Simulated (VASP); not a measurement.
# Sn (I4_1/amd) in VASP: notebook

The runs below take Sn through single point, with PBEsol.

Program: VASP 6.6.1. These are calculated values, not measurements. Logs are shortened: lines on timing, memory, paths and dates and some standing lists are left out, and cuts for length are marked.

**1. The cell of the first run**

It takes space group I4_1/amd (No. 141, tetragonal). Conventional cell: a = 4.811 Å, b = 4.811 Å, c = 6.542 Å, α = 90.00°, β = 90.00°, γ = 90.00°. Sn (site symmetry -4m2) has 4 Sn at 2.91 Å within 3.8 Å.

**2. Single point, PBEsol (strain +0.040 along x and y, +0.000 along z)**

Contents of INCAR:

```
PREC = Accurate
ENCUT = 520
EDIFF = 1E-6
ISMEAR = 0
SIGMA = 0.15
LREAL = F
LASPH = T
NELM = 60
ALGO = Fast
ISIF = 2
LWAVE = F
LCHARG = F
GGA = PS
NBANDS = 21
```

Contents of KPOINTS:

```
Automatic mesh
0
Gamma
  16 16 16
```

Contents of POSCAR:

```
Sn
1.0
    0.0000000000      3.4016104510      3.2707792798
    3.4016104510      0.0000000000      3.2707792798
    3.4016104510      3.4016104510      0.0000000000
Sn
2
Direct
    0.5000000000      0.5000000000      0.5000000000
    0.7500000000      0.7500000000      0.7500000000
```

Potentials or basis: VASP PAW PBE potentials, release 64 (Sn_d).

On the command line:

```console
> cat potpaw_PBE.64/Sn_d/POTCAR > POTCAR
> mpirun -np 1 vasp_std > vasp.out
```

OUTCAR:

```text
PREC = Accurate
   ENCUT = 520
   EDIFF = 1E-6
   ISMEAR = 0
   LREAL = F
   LASPH = T
   NELM = 60
   ISIF = 2
   GGA = PS

 ion  position               nearest neighbor table
   1  0.500  0.500  0.500-   2 2.91   2 2.91   2 2.91   2 2.91
   2  0.750  0.750  0.750-   1 2.91   1 2.91   1 2.91   1 2.91

  LATTYP: Found a body centered tetragonal cell.
 ALAT       =     4.8106036337
 C/A-ratio  =     1.3598207330

  Lattice vectors:

 A1 = (   0.0000000000,  -3.4016104510,  -3.2707792798)
 A2 = (   0.0000000000,   3.4016104510,  -3.2707792798)
 A3 = (   3.4016104510,   0.0000000000,   3.2707792798)

Analysis of symmetry for initial positions (statically):
=====================================================================
 Subroutine PRICEL returns:
 Original cell was already a primitive cell.

 Routine SETGRP: Setting up the symmetry group for a
 body centered tetragonal supercell.

 Subroutine GETGRP returns: Found 16 space group operations
 (whereof  8 operations were pure point group operations)
 out of a pool of 16 trial point group operations.

The static configuration has the point symmetry D_2d.
 The point group associated with its full space group is D_4h.

Analysis of symmetry for dynamics (positions and initial velocities):
=====================================================================
 Subroutine PRICEL returns:
 Original cell was already a primitive cell.

 Routine SETGRP: Setting up the symmetry group for a
 body centered tetragonal supercell.

 Subroutine GETGRP returns: Found 16 space group operations
 (whereof  8 operations were pure point group operations)
 out of a pool of 16 trial point group operations.

The dynamic configuration has the point symmetry D_2d.
 The point group associated with its full space group is D_4h.

 Subroutine INISYM returns: Found 16 space group operations
 (whereof  8 operations are pure point group operations),
 and found     1 'primitive' translations

----------------------------------------------------------------------------------------

                                     Primitive cell

  volume of cell :      75.6921

  direct lattice vectors                    reciprocal lattice vectors
     0.000000000  3.401610451  3.270779280    -0.146989200  0.146989200  0.152868768
     3.401610451  0.000000000  3.270779280     0.146989200 -0.146989200  0.152868768
     3.401610451  3.401610451  0.000000000     0.146989200  0.146989200 -0.152868768

  length of vectors
     4.718998915  4.718998915  4.810603634     0.258031995  0.258031995  0.258031995

  position of ions in fractional coordinates (direct lattice)
     0.500000000  0.500000000  0.500000000
     0.750000000  0.750000000  0.750000000

  ion indices of the primitive-cell ions
   primitive index   ion index
                 1           1
                 2           2

----------------------------------------------------------------------------------------

 KPOINTS: Automatic mesh

Automatic generation of k-mesh.
 Grid dimensions read from file:
 generate k-points for:   16   16   16

 Generating k-lattice:

  Cartesian coordinates                     Fractional coordinates (reciprocal lattice)
    -0.009186825  0.009186825  0.009554298     0.062500000  0.000000000  0.000000000
     0.009186825 -0.009186825  0.009554298     0.000000000  0.062500000  0.000000000
     0.009186825  0.009186825 -0.009554298    -0.000000000 -0.000000000  0.062500000

  Length of vectors
     0.016127000  0.016127000  0.016127000

  Shift w.r.t. Gamma in fractional coordinates (k-lattice)
     0.000000000  0.000000000  0.000000000

 Subroutine IBZKPT returns following result:
 ===========================================

 Found    349 irreducible k-points:

 Following reciprocal coordinates:
            Coordinates               Weight
  0.000000  0.000000  0.000000      1.000000
  0.062500  0.000000  0.000000      8.000000
  0.125000  0.000000  0.000000      8.000000
  0.187500  0.000000  0.000000      8.000000
  0.250000  0.000000  0.000000      8.000000
  0.312500  0.000000  0.000000      8.000000
[... 16 lines left out ...]
 -0.125000  0.062500  0.000000      8.000000
 -0.062500  0.062500  0.000000      4.000000
 [... further k-points ...]
   k-points           NKPTS =    349   k-points in BZ     NKDIM =    349   number of bands    NBANDS=     21
   number of dos      NEDOS =    301   number of ions     NIONS =      2
   total plane-waves  NPLWV =  46656
   dimension x,y,z NGX =    36 NGY =   36 NGZ =   36
   dimension x,y,z NGXF=    72 NGYF=   72 NGZF=   72
   ions per type =               2
   NGX,Y,Z   is equivalent  to a cutoff of  12.68, 12.68, 12.44 a.u.
   NGXF,Y,Z  is equivalent  to a cutoff of  25.36, 25.36, 24.88 a.u.
 SYSTEM =  unknown system
   PREC   = accura    normal or accurate (medium, high low for compatibility)
   ISTART =      0    job   : 0-new  1-cont  2-samecut
   ICHARG =      2    charge: 1-file 2-atom 10-const
   ISPIN  =      1    spin polarized calculation?
   LNONCOLLINEAR =      F non collinear calculations
   LSORBIT =      F    spin-orbit coupling
   LASPH  =      T    aspherical Exc in radial PAW
   ENCUT  =  520.0 eV  38.22 Ry    6.18 a.u.   8.77  8.77  8.94*2*pi/ulx,y,z
   NELM   =     60;   NELMIN=  2; NELMDL= -5     # of ELM steps
   EDIFF  = 0.1E-05   stopping-criterion for ELM
   LREAL  =      F    real-space projection
   EDIFFG = 0.1E-04   stopping-criterion for IOM
   NSW    =      0    number of steps for IOM
   IBRION =     -1    ionic relax: 0-MD 1-quasi-New 2-CG
   NFREE  =      0    steps in history (QN), initial steepest desc. (CG)
   ISIF   =      2    stress and relaxation
   ISYM   =      2    0-nonsym 1-usesym 2-fastsym
   POTIM  = 0.5000    time-step for ionic-motion
   TEBEG  =    0.0;   TEEND  =   0.0 temperature during run
   PSTRESS=    0.0 pullay stress
   NELECT =      28.0000    total number of electrons
   NUPDOWN=      -1.0000    fix difference up-down
   EMIN   =  10.00;   EMAX   =-10.00  energy-range for DOS
   EFERMI =   0.00;   METHOD = LEGACY
   ISMEAR =     0;   SIGMA  =   0.15  broadening in eV -4-tet -1-fermi 0-gaus
   EFERMI_NEDOS =   21; number of points for ismear=-14 and -15
   IALGO  =     68    algorithm
   IMIX   =      4    mixing-type and parameters
     AMIX     =   0.40;   BMIX     =  1.00
     AMIX_MAG =   1.60;   BMIX_MAG =  1.00
  volume/ion in A,a.u.               =      37.85       255.40
  Fermi-wavevector in a.u.,A,eV,Ry     =   1.175197  2.220801 18.790846  1.381088
  Thomas-Fermi vector in A             =   2.311582
   LORBIT       =      0    0 simple, 1 ext, 2 COOP (PROOUT), +10 PAW based schemes
   GGA     = PS    functional components
   LHFCALC =     F    Hartree Fock is set to
   AEXX    =    0.0000 exact exchange contribution
   IVDW    =     0    specifies the selected vdW correction
   LEPSILON=     F    determine dielectric tensor
   LRPA    =     F    only Hartree local field effects (RPA)
 non-spin polarized calculation
 RMM-DIIS sequential band-by-band and
 Gauss-broadening in eV      SIGMA  =   0.15
  energy-cutoff  :      520.00
  volume of cell :       75.69
 maximum number of plane-waves:      2058
   NGX = 17   NGY = 17   NGZ = 17

 number of electron      28.0000018 magnetization

 Free energy of the ion-electron system (eV)
  ---------------------------------------------------
  ext. energy  EPLUGINS =         0.00000000
  ---------------------------------------------------
  free energy    TOTEN  =        -8.40673011 eV

  energy without entropy =       -8.40480013  energy(sigma->0) =       -8.40576512

 E-fermi :   4.4592     XC(G=0):  -8.6280

 val. band max:        4.4259432785   @ k =   0.3125   0.0000   0.0000
 cond. band min:       4.4785364833   @ k =   0.0000   0.0000   0.0000
 fundamental gap:      0.0525932048
 Fermi energy:         4.4592448001

 k-point     1 :       0.0000    0.0000    0.0000
  band No.  band energies     occupation
      1     -16.9682      2.00000
      2     -16.9578      2.00000
      3     -16.9578      2.00000
      4     -16.9148      2.00000
      5     -16.9130      2.00000
      6     -16.6855      2.00000
[... 13 lines left out ...]
     20      11.9072      0.00000
     21      12.4362      0.00000

 k-point     2 :       0.0625    0.0000    0.0000
  band No.  band energies     occupation
      1     -16.9695      2.00000
      2     -16.9602      2.00000
      3     -16.9583      2.00000
      4     -16.9114      2.00000
      5     -16.9098      2.00000
      6     -16.6941      2.00000
[... 13 lines left out ...]
     20      11.5859      0.00000
     21      11.9369      0.00000

 k-point     3 :       0.1250    0.0000    0.0000
  band No.  band energies     occupation
      1     -16.9736      2.00000
      2     -16.9656      2.00000
      3     -16.9577      2.00000
      4     -16.9033      2.00000
      5     -16.9020      2.00000
      6     -16.7042      2.00000
[... 13 lines left out ...]
     20      11.2385      0.00000
     21      11.5322      0.00000

 k-point     4 :       0.1875    0.0000    0.0000
  band No.  band energies     occupation
      1     -16.9794      2.00000
      2     -16.9713      2.00000
      3     -16.9550      2.00000
      4     -16.8936      2.00000
      5     -16.8928      2.00000
      6     -16.7139      2.00000
[... 13 lines left out ...]
     20      11.0715      0.00000
     21      11.3265      0.00000

 k-point     5 :       0.2500    0.0000    0.0000
  band No.  band energies     occupation
      1     -16.9849      2.00000
      2     -16.9760      2.00000
      3     -16.9513      2.00000
      4     -16.8843      2.00000
      5     -16.8840      2.00000
      6     -16.7223      2.00000
[... 13 lines left out ...]
     20      11.1409      0.00000
     21      11.3216      0.00000
[... 382 lines left out ...]
     20      10.8406      0.00000
     21      11.8252      0.00000

 k-point    22 :      -0.1875    0.0625    0.0000
  band No.  band energies     occupation
      1     -16.9827      2.00000
      2     -16.9763      2.00000
      3     -16.9539      2.00000
      4     -16.8895      2.00000
      5     -16.8842      2.00000
      6     -16.7197      2.00000
[... 13 lines left out ...]
     20      10.7205      0.00000
     21      11.4118      0.00000

 k-point    23 :      -0.1250    0.0625    0.0000
  band No.  band energies     occupation
      1     -16.9767      2.00000
      2     -16.9709      2.00000
      3     -16.9574      2.00000
      4     -16.8980      2.00000
      5     -16.8946      2.00000
      6     -16.7113      2.00000
[... 13 lines left out ...]
     20      10.8358      0.00000
     21      11.2546      0.00000

 k-point    24 :      -0.0625    0.0625    0.0000
  band No.  band energies     occupation
      1     -16.9719      2.00000
      2     -16.9649      2.00000
      3     -16.9587      2.00000
      4     -16.9056      2.00000
      5     -16.9045      2.00000
      6     -16.7022      2.00000
[... 13 lines left out ...]
     20      11.1431      0.00000
     21      11.5408      0.00000

 [... further k-points ...]
[... 5 lines left out ...]
  --------------------------------------------------------------------------------------
  -------------------------------------------------------------------------------------
  Total       -1.5042334     -1.5042334     -0.9895038      0.0000000     -0.0000000     -0.0000000
  in kB      -31.8401725    -31.8401725    -20.9448695      0.0000000     -0.0000000     -0.0000000
  external PRESSURE =     -28.2084048 kB  Pullay stress =       0.0000000 kB

 VOLUME and BASIS-vectors are now :
 -----------------------------------------------------------------------------
  energy-cutoff  :      520.00
  volume of cell :       75.69
      direct lattice vectors                 reciprocal lattice vectors
     0.000000000  3.401610451  3.270779280    -0.146989200  0.146989200  0.152868768
     3.401610451  0.000000000  3.270779280     0.146989200 -0.146989200  0.152868768
     3.401610451  3.401610451  0.000000000     0.146989200  0.146989200 -0.152868768

 POSITION                                       TOTAL-FORCE (eV/Angst)
 -----------------------------------------------------------------------------------
      3.40161      3.40161      3.27078         0.000000      0.000000      0.000000
      5.10242      5.10242      4.90617        -0.000000     -0.000000     -0.000000
 -----------------------------------------------------------------------------------
    total drift:                                0.000000      0.000000      0.000000

  FREE ENERGIE OF THE ION-ELECTRON SYSTEM (eV)
  ---------------------------------------------------
  free  energy   TOTEN  =        -8.4067301147 eV

  energy  without entropy=       -8.4048001282  energy(sigma->0) =       -8.40576512
```

It took 10 min on 1 thread of Intel Xeon Platinum 8488C (Sapphire Rapids), shared host; peak memory 0.53 GiB.

What came out:

```
Free energy            : -8.4067 eV
Pressure               : -2.8 GPa
Band gap on the k mesh : zero (bands 14 and 15 overlap by 0.31 eV)
```

Levels at points of the mesh, in eV from the Fermi level:
```tsv
k point	band 11	band 12	band 13	band 14	band 15	band 16	band 17	band 18
(0.00, 0.00, 0.00)	-9.97	-1.38	0.02	0.02	0.25	2.04	2.19	2.19
(0.50, 0.00, 0.00)	-8.54	-5.97	-1.08	-0.84	-0.25	3.10	3.25	5.59
(0.50, 0.50, 0.00)	-7.13	-7.13	-2.27	-2.27	0.73	0.73	7.11	7.11
(0.50, 0.00, 0.50)	-7.24	-7.24	-2.08	-2.08	0.94	0.94	7.00	7.00
```

Caveat: the cell differs from its parent crystal (strain +0.040 along x and y, +0.000 along z); the PAW data sets were made with another functional, which shifts forces and pressure a little; spin-orbit coupling is left out, which moves the levels of the heavy elements.

**3. Single point, PBEsol (strain +0.080 along x and y, -0.040 along z)**

Contents of INCAR:

```
SYSTEM = Sn
  ALGO = Fast
  EDIFF = 1E-7
  ENCUT = 520
  GGA = PS
  ISIF = 2
  ISMEAR = 0
  LASPH = .TRUE.
  LCHARG = .FALSE.
  LREAL = .FALSE.
  LWAVE = .FALSE.
  NBANDS = 21
  NELM = 100
  PREC = Accurate
  SIGMA = 0.15
```

Contents of KPOINTS:

```
k-points
0
G
  16 16 16
  0 0 0
```

Contents of POSCAR:

```
Sn
1.0
    0.0000000000      3.5324416222      3.1399481086
    3.5324416222      0.0000000000      3.1399481086
    3.5324416222      3.5324416222      0.0000000000
Sn
2
Direct
    0.5000000000      0.5000000000      0.5000000000
    0.7500000000      0.7500000000      0.7500000000
```

Potentials or basis: VASP PAW PBE potentials, release 64 (Sn_d).

On the command line:

```console
> cat potpaw_PBE.64/Sn_d/POTCAR > POTCAR
> mpirun -np 1 vasp_std > vasp.out
```

It took 13 min on 1 thread of Intel Xeon Platinum 8488C (Sapphire Rapids), shared host; peak memory 0.55 GiB.

The run converged. Its results:

| Item | Value |
| --- | --- |
| Free energy | -8.3033 eV |
| Pressure | -3.7 GPa |
| Band gap on the k mesh | zero (bands 14 and 15 overlap by 0.65 eV) |

Stress tensor (GPa, compression positive):
```
-4.60  0.00  0.00
 0.00 -4.60  0.00
 0.00  0.00 -1.85
```

Levels at points of the mesh, in eV from the Fermi level:
| k point | band 10 | band 11 | band 12 | band 13 | band 14 | band 15 | band 16 | band 17 | band 18 | band 19 |
| --- | --- | --- | --- | --- | --- | --- | --- | --- | --- | --- |
| (0.00, 0.00, 0.00) | -21.08 | -9.75 | -1.66 | -0.10 | -0.10 | 0.52 | 1.87 | 2.34 | 2.34 | 4.78 |
| (0.50, 0.00, 0.00) | -21.06 | -8.38 | -5.87 | -1.23 | -0.57 | -0.39 | 2.95 | 3.43 | 5.69 | 7.30 |
| (0.50, 0.50, 0.00) | -21.10 | -6.89 | -6.89 | -2.38 | -2.38 | 0.52 | 0.52 | 6.94 | 6.94 | 8.39 |
| (0.50, 0.00, 0.50) | -21.06 | -7.19 | -7.19 | -1.82 | -1.82 | 1.11 | 1.11 | 6.43 | 6.43 | 7.76 |

Caveat: the cell differs from its parent crystal (strain +0.080 along x and y, -0.040 along z); the cell stands under tension; the PAW data sets were made with another functional, which shifts forces and pressure a little; spin-orbit coupling is left out, which moves the levels of the heavy elements.

**4. Single point, PBEsol (strain +0.080 along x and y, +0.000 along z)**

Contents of INCAR:

```
PREC = Accurate
ENCUT = 520
EDIFF = 1E-6
ISMEAR = 0
SIGMA = 0.15
LREAL = False
LASPH = True
NELM = 100
ALGO = Fast
ISIF = 2
LWAVE = False
LCHARG = False
GGA = PS
NBANDS = 21
```

Contents of KPOINTS:

```
Automatic mesh
0
Gamma
  16 16 16
```

Contents of POSCAR:

```
Sn
1.0
    0.0000000000      3.5324416222      3.2707792798
    3.5324416222      0.0000000000      3.2707792798
    3.5324416222      3.5324416222      0.0000000000
Sn
2
Direct
    0.5000000000      0.5000000000      0.5000000000
    0.7500000000      0.7500000000      0.7500000000
```

On the command line:

```console
> cat potpaw_PBE.64/Sn_d/POTCAR > POTCAR
> mpirun -np 1 vasp_std > vasp.out
```

It took 12 min on 1 thread of Intel Xeon Platinum 8488C (Sapphire Rapids), shared host; peak memory 0.57 GiB.

The run converged. Its results:

* Free energy: -8.2525 eV
* Pressure: -4.5 GPa
* Band gap on the k mesh: zero (bands 14 and 15 overlap by 0.56 eV)

Stress tensor (GPa, compression positive):
```
-5.12  0.00  0.00
 0.00 -5.12  0.00
 0.00  0.00 -3.24
```

Levels at points of the mesh, in eV from the Fermi level:
```
           k point  band 11  band 12  band 13  band 14  band 15  band 16  band 17  band 18
(0.00, 0.00, 0.00)    -9.52    -1.85    -0.01    -0.01     0.40     1.95     2.25     2.25
(0.50, 0.00, 0.00)    -8.22    -5.76    -1.05    -0.62    -0.36     3.02     3.28     5.63
(0.50, 0.50, 0.00)    -6.85    -6.85    -2.14    -2.14     0.70     0.70     6.70     6.70
(0.50, 0.00, 0.50)    -7.04    -7.04    -1.78    -1.78     1.07     1.07     6.44     6.44
```

Caveat: the cell differs from its parent crystal (strain +0.080 along x and y, +0.000 along z); the cell stands under tension; the PAW data sets were made with another functional, which shifts forces and pressure a little; spin-orbit coupling is left out, which moves the levels of the heavy elements.

**5. Overview**

| cell | further INCAR settings | gap on the mesh (eV) | pressure (GPa) |
| --- | --- | --- | --- |
| a = 4.719, b = 4.719, c = 4.811 Å, angles 59.4, 59.4, 61.3°, 2 atoms | ALGO = Fast; EDIFF = 1e-06; NBANDS = 21 | none | -2.8 |
| a = 4.726, b = 4.726, c = 4.996 Å, angles 58.1, 58.1, 63.8°, 2 atoms | ALGO = Fast; EDIFF = 1e-07; NBANDS = 21 | none | -3.7 |
| a = 4.814, b = 4.814, c = 4.996 Å, angles 58.7, 58.7, 62.5°, 2 atoms | ALGO = Fast; EDIFF = 1e-06; NBANDS = 21 | none | -4.5 |

Alike in all rows: task single point; level PBEsol; potentials or basis VASP PAW PBE potentials, release 64 (Sn_d); no spin polarisation; k mesh 16 × 16 × 16; cutoff (eV) 520; smearing gaussian 0.15 eV.

Caveats: the PAW data sets were made with another functional, which shifts forces and pressure a little; spin-orbit coupling is left out, which moves the levels of the heavy elements; the cell stands under tension (at least some runs).

Absolute energies hang on the potentials; compare differences alone.

The gap in the log of VASP goes by the Fermi energy; the results here count the filled bands.